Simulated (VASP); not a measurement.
# KCl (I4/mmm) in VASP: single point with PBE

Aim: the single point of KCl with PBE.

All numbers are computed with VASP 6.6.1; they aren't measurements. Logs are shortened: lines on timing, memory, paths and dates and some standing lists are left out, and cuts for length are marked.

### 1 The cell of the first run

It takes space group I4/mmm (No. 139, tetragonal). The conventional cell has a = 4.532 Å, b = 4.532 Å, c = 6.123 Å, α = 90.00°, β = 90.00°, γ = 90.00°. Within 4.0 Å of K (site symmetry 4/mmm) lie 6 Cl at 3.06 to 3.20 Å. Cl (site symmetry 4/mmm) has 6 K at 3.06 to 3.20 Å within 4.0 Å.

### 2 Single point, PBE (z stretched by -3 % at fixed volume)

Contents of INCAR:

```
  PREC = Accurate
  ENCUT = 520
  EDIFF = 1E-6
  ISMEAR = -1
  SIGMA = 0.03
  LREAL = False
  LASPH = True
  NELM = 100
  ALGO = Normal
  ISIF = 2
  LWAVE = False
  LCHARG = False
  GGA = PE
  NBANDS = 15
```

Contents of KPOINTS:

```
Automatic mesh
0
Gamma
  7 7 7
```

Contents of POSCAR:

```
KCl
1.0
    0.0000000000      3.2045340317      3.0614170000
    3.2045340317      0.0000000000      3.0614170000
    3.2045340317      3.2045340317      0.0000000000
K Cl
1 1
Direct
    0.0000000000      0.0000000000      0.0000000000
    0.5000000000      0.5000000000      0.5000000000
```

Potentials or basis: VASP PAW PBE potentials, release 64 (K_sv, Cl).

Command:

```bash
$ cat potpaw_PBE.64/K_sv/POTCAR potpaw_PBE.64/Cl/POTCAR > POTCAR
$ mpirun -np 1 vasp_std > vasp.out
```

OUTCAR:

```text
PREC = Accurate
   ENCUT = 520
   EDIFF = 1E-6
   ISMEAR = -1
   LREAL = False
   LASPH = True
   NELM = 100
   ISIF = 2
   GGA = PE

 ion  position               nearest neighbor table
   1  0.000  0.000  0.000-   2 3.06   2 3.06   2 3.20   2 3.20   2 3.20   2 3.20
   2  0.500  0.500  0.500-   1 3.06   1 3.06   1 3.20   1 3.20   1 3.20   1 3.20

  LATTYP: Found a body centered tetragonal cell.
 ALAT       =     4.5318954887
 C/A-ratio  =     1.3510536629

  Lattice vectors:

 A1 = (   0.0000000000,  -3.2045340317,  -3.0614170000)
 A2 = (   0.0000000000,   3.2045340317,  -3.0614170000)
 A3 = (   3.2045340317,   0.0000000000,   3.0614170000)

Analysis of symmetry for initial positions (statically):
=====================================================================
 Subroutine PRICEL returns:
 Original cell was already a primitive cell.

 Routine SETGRP: Setting up the symmetry group for a
 body centered tetragonal supercell.

 Subroutine GETGRP returns: Found 16 space group operations
 (whereof 16 operations were pure point group operations)
 out of a pool of 16 trial point group operations.

The static configuration has the point symmetry D_4h.

Analysis of symmetry for dynamics (positions and initial velocities):
=====================================================================
 Subroutine PRICEL returns:
 Original cell was already a primitive cell.

 Routine SETGRP: Setting up the symmetry group for a
 body centered tetragonal supercell.

 Subroutine GETGRP returns: Found 16 space group operations
 (whereof 16 operations were pure point group operations)
 out of a pool of 16 trial point group operations.

The dynamic configuration has the point symmetry D_4h.

 Subroutine INISYM returns: Found 16 space group operations
 (whereof 16 operations are pure point group operations),
 and found     1 'primitive' translations

----------------------------------------------------------------------------------------

                                     Primitive cell

  volume of cell :      62.8756

  direct lattice vectors                    reciprocal lattice vectors
     0.000000000  3.204534032  3.061417000    -0.156028925  0.156028925  0.163323062
     3.204534032  0.000000000  3.061417000     0.156028925 -0.156028925  0.163323062
     3.204534032  3.204534032  0.000000000     0.156028925  0.156028925 -0.163323062

  length of vectors
     4.431852029  4.431852029  4.531895489     0.274525907  0.274525907  0.274525907

  position of ions in fractional coordinates (direct lattice)
     0.000000000  0.000000000  0.000000000
     0.500000000  0.500000000  0.500000000

  ion indices of the primitive-cell ions
   primitive index   ion index
                 1           1
                 2           2

----------------------------------------------------------------------------------------

 KPOINTS: Automatic mesh

Automatic generation of k-mesh.
 Grid dimensions read from file:
 generate k-points for:    7    7    7

 Generating k-lattice:

  Cartesian coordinates                     Fractional coordinates (reciprocal lattice)
    -0.022289846  0.022289846  0.023331866     0.142857143 -0.000000000  0.000000000
     0.022289846 -0.022289846  0.023331866    -0.000000000  0.142857143  0.000000000
     0.022289846  0.022289846 -0.023331866     0.000000000  0.000000000  0.142857143

  Length of vectors
     0.039217987  0.039217987  0.039217987

  Shift w.r.t. Gamma in fractional coordinates (k-lattice)
     0.000000000  0.000000000  0.000000000

 Subroutine IBZKPT returns following result:
 ===========================================

 Found     40 irreducible k-points:

 Following reciprocal coordinates:
            Coordinates               Weight
  0.000000  0.000000  0.000000      1.000000
  0.142857  0.000000  0.000000      8.000000
  0.285714  0.000000  0.000000      8.000000
  0.428571  0.000000  0.000000      8.000000
  0.142857  0.142857  0.000000      2.000000
  0.285714  0.142857  0.000000      8.000000
[... 16 lines left out ...]
  0.428571  0.285714  0.142857      8.000000
 -0.428571  0.285714  0.142857     16.000000
 [... further k-points ...]
   k-points           NKPTS =     40   k-points in BZ     NKDIM =     40   number of bands    NBANDS=     15
   number of dos      NEDOS =    301   number of ions     NIONS =      2
   total plane-waves  NPLWV =  46656
   dimension x,y,z NGX =    36 NGY =   36 NGZ =   36
   dimension x,y,z NGXF=    72 NGYF=   72 NGZF=   72
   ions per type =               1   1
   NGX,Y,Z   is equivalent  to a cutoff of  13.50, 13.50, 13.21 a.u.
   NGXF,Y,Z  is equivalent  to a cutoff of  27.01, 27.01, 26.41 a.u.
 SYSTEM =  unknown system
   PREC   = accura    normal or accurate (medium, high low for compatibility)
   ISTART =      0    job   : 0-new  1-cont  2-samecut
   ICHARG =      2    charge: 1-file 2-atom 10-const
   ISPIN  =      1    spin polarized calculation?
   LNONCOLLINEAR =      F non collinear calculations
   LSORBIT =      F    spin-orbit coupling
   LASPH  =      T    aspherical Exc in radial PAW
   ENCUT  =  520.0 eV  38.22 Ry    6.18 a.u.   8.24  8.24  8.43*2*pi/ulx,y,z
   NELM   =    100;   NELMIN=  2; NELMDL= -5     # of ELM steps
   EDIFF  = 0.1E-05   stopping-criterion for ELM
   LREAL  =      F    real-space projection
   EDIFFG = 0.1E-04   stopping-criterion for IOM
   NSW    =      0    number of steps for IOM
   IBRION =     -1    ionic relax: 0-MD 1-quasi-New 2-CG
   NFREE  =      0    steps in history (QN), initial steepest desc. (CG)
   ISIF   =      2    stress and relaxation
   ISYM   =      2    0-nonsym 1-usesym 2-fastsym
   POTIM  = 0.5000    time-step for ionic-motion
   TEBEG  =    0.0;   TEEND  =   0.0 temperature during run
   PSTRESS=    0.0 pullay stress
   NELECT =      16.0000    total number of electrons
   NUPDOWN=      -1.0000    fix difference up-down
   EMIN   =  10.00;   EMAX   =-10.00  energy-range for DOS
   EFERMI =   0.00;   METHOD = LEGACY
   ISMEAR =    -1;   SIGMA  =   0.03  broadening in eV -4-tet -1-fermi 0-gaus
   EFERMI_NEDOS =   21; number of points for ismear=-14 and -15
   IALGO  =     38    algorithm
   IMIX   =      4    mixing-type and parameters
     AMIX     =   0.40;   BMIX     =  1.00
     AMIX_MAG =   1.60;   BMIX_MAG =  1.00
  volume/ion in A,a.u.               =      31.44       212.15
  Fermi-wavevector in a.u.,A,eV,Ry     =   1.037419  1.960437 14.643101  1.076238
  Thomas-Fermi vector in A             =   2.171856
   LORBIT       =      0    0 simple, 1 ext, 2 COOP (PROOUT), +10 PAW based schemes
   GGA     = PE    functional components
   LHFCALC =     F    Hartree Fock is set to
   AEXX    =    0.0000 exact exchange contribution
   IVDW    =     0    specifies the selected vdW correction
   LEPSILON=     F    determine dielectric tensor
   LRPA    =     F    only Hartree local field effects (RPA)
 non-spin polarized calculation
  energy-cutoff  :      520.00
  volume of cell :       62.88
 maximum number of plane-waves:      1707
 NGX is ok and might be reduce to    36
   NGX = 17   NGY = 17   NGZ = 17

 number of electron      15.9999999 magnetization

 Free energy of the ion-electron system (eV)
  ---------------------------------------------------
  ext. energy  EPLUGINS =         0.00000000
  ---------------------------------------------------
  free energy    TOTEN  =        -6.79590003 eV

  energy without entropy =       -6.79590003  energy(sigma->0) =       -6.79590003

 E-fermi :  -1.2436     XC(G=0):  -7.4989

 val. band max:       -1.8564977454   @ k =   0.0000   0.0000   0.0000
 cond. band min:       3.2697048276   @ k =   0.0000   0.0000   0.0000
 fundamental gap:      5.1262025731
 Fermi energy:        -1.2435898974

 k-point     1 :       0.0000    0.0000    0.0000
  band No.  band energies     occupation
      1     -29.0930      2.00000
      2     -13.9885      2.00000
      3     -12.5554      2.00000
      4     -12.5554      2.00000
      5     -12.5551      2.00000
      6      -1.8881      2.00000
      7      -1.8881      2.00000
      8      -1.8565      2.00000
      9       3.2697      0.00000
     10       6.4081      0.00000
     11       6.4081      0.00000
     12       6.6932      0.00000
     13       7.2582      0.00000
     14       7.4958      0.00000
     15      11.0833      0.00000

 k-point     2 :       0.1429    0.0000    0.0000
  band No.  band energies     occupation
      1     -29.0911      2.00000
      2     -14.0290      2.00000
      3     -12.5584      2.00000
      4     -12.5561      2.00000
      5     -12.5037      2.00000
      6      -2.1152      2.00000
      7      -1.9500      2.00000
      8      -1.9336      2.00000
      9       3.7435      0.00000
     10       6.3420      0.00000
     11       6.6681      0.00000
     12       6.8589      0.00000
     13       7.5221      0.00000
     14       7.7808      0.00000
     15      11.7959      0.00000

 k-point     3 :       0.2857    0.0000    0.0000
  band No.  band energies     occupation
      1     -29.0867      2.00000
      2     -14.1115      2.00000
      3     -12.5651      2.00000
      4     -12.5581      2.00000
      5     -12.3959      2.00000
      6      -2.5674      2.00000
      7      -2.0830      2.00000
      8      -2.0761      2.00000
      9       4.7880      0.00000
     10       6.3027      0.00000
     11       7.3910      0.00000
     12       7.5251      0.00000
     13       8.2266      0.00000
     14       8.5425      0.00000
     15      11.2721      0.00000
[... 343 lines left out ...]
 k-point    23 :       0.4286    0.2857    0.1429
  band No.  band energies     occupation
      1     -29.0832      2.00000
      2     -14.0942      2.00000
      3     -12.6042      2.00000
      4     -12.5727      2.00000
      5     -12.3979      2.00000
      6      -2.6457      2.00000
      7      -2.1475      2.00000
      8      -2.1421      2.00000
      9       5.4053      0.00000
     10       5.6307      0.00000
     11       8.1383      0.00000
     12       8.2587      0.00000
     13       8.5535      0.00000
     14       9.1289      0.00000
     15      10.4330      0.00000

 k-point    24 :      -0.4286    0.2857    0.1429
  band No.  band energies     occupation
      1     -29.0809      2.00000
      2     -14.0712      2.00000
      3     -12.6198      2.00000
      4     -12.5841      2.00000
      5     -12.4242      2.00000
      6      -2.6574      2.00000
      7      -2.2732      2.00000
      8      -2.1996      2.00000
      9       5.8486      0.00000
     10       6.2564      0.00000
     11       7.9237      0.00000
     12       8.6036      0.00000
     13       9.0512      0.00000
     14       9.4339      0.00000
     15      10.0407      0.00000

 [... further k-points ...]

------------------------ aborting loop because EDIFF is reached ----------------------------------------

  FORCE on cell =-STRESS in cart. coord.  units (eV):
  Direction    XX          YY          ZZ          XY          YZ          ZX
  --------------------------------------------------------------------------------------
  -------------------------------------------------------------------------------------
  Total        0.0417317      0.0417317      0.7626830      0.0000000      0.0000000      0.0000000
  in kB        1.0633943      1.0633943     19.4344561      0.0000000      0.0000000      0.0000000
  external PRESSURE =       7.1870816 kB  Pullay stress =       0.0000000 kB

 VOLUME and BASIS-vectors are now :
 -----------------------------------------------------------------------------
  energy-cutoff  :      520.00
  volume of cell :       62.88
      direct lattice vectors                 reciprocal lattice vectors
     0.000000000  3.204534032  3.061417000    -0.156028925  0.156028925  0.163323062
     3.204534032  0.000000000  3.061417000     0.156028925 -0.156028925  0.163323062
     3.204534032  3.204534032  0.000000000     0.156028925  0.156028925 -0.163323062

 POSITION                                       TOTAL-FORCE (eV/Angst)
 -----------------------------------------------------------------------------------
      0.00000      0.00000      0.00000         0.000000      0.000000      0.000000
      3.20453      3.20453      3.06142        -0.000000     -0.000000      0.000000
 -----------------------------------------------------------------------------------
    total drift:                                0.000000      0.000000      0.000000

  FREE ENERGIE OF THE ION-ELECTRON SYSTEM (eV)
  ---------------------------------------------------
  free  energy   TOTEN  =        -6.7959000345 eV

  energy  without entropy=       -6.7959000345  energy(sigma->0) =       -6.79590003
```

Wall time 33 s (1 thread of AMD EPYC 7R13 (Zen 3), shared host); peak memory 0.18 GiB.

Results:

```
Free energy            : -6.7959 eV
Pressure               : 0.7 GPa
Band gap on the k mesh : 5.13 eV
```

Stress tensor (GPa, compression positive):
```
0.11 0.00 0.00
0.00 0.11 0.00
0.00 0.00 1.94
```
